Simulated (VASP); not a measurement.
A run of VASP 6.6.1 is set up as follows.

INCAR

```
SYSTEM = TeI6
ALGO = Normal
EDIFF = 1E-6
ENCUT = 520
GGA = PE
ISIF = 2
ISMEAR = 0
LASPH = .True.
LCHARG = .False.
LREAL = .False.
LWAVE = .False.
NBANDS = 33
NELM = 100
PREC = Accurate
SIGMA = 0.1
```

Contents of KPOINTS:

```
k-points
0
Gamma
  6 6 6
  0 0 0
```

File POSCAR:

```
TeI6
1.0
    6.6751342732      0.0000000000      0.0000000000
    0.0000000000      6.6751342732      0.0000000000
    0.0000000000      0.0000000000      6.6751342732
Te I
1 6
Direct
    0.5000000000      0.5000000000      0.5000000000
    0.0000000000      0.5000000000      0.5000000000
    0.5000000000      0.0000000000      0.5000000000
    0.5000000000      0.5000000000      0.0000000000
    0.5000000000      0.0000000000      0.0000000000
    0.0000000000      0.5000000000      0.0000000000
    0.0000000000      0.0000000000      0.5000000000
```

Potentials or basis: VASP PAW PBE potentials, release 64 (Te, I).

Launch:

```bash
$ cat potpaw_PBE.64/Te/POTCAR potpaw_PBE.64/I/POTCAR > POTCAR
$ mpirun -np 1 vasp_std > vasp.out
```

(1) Predict the pressure.

(2) Predict the band gap on the k mesh.

Results:

(1) 0.0 GPa.

(2) zero (band 24 reaches 3.94 eV, above the bottom of band 25 at 1.89 eV).

Caveat: spin-orbit coupling is left out, which moves the levels of the heavy elements.
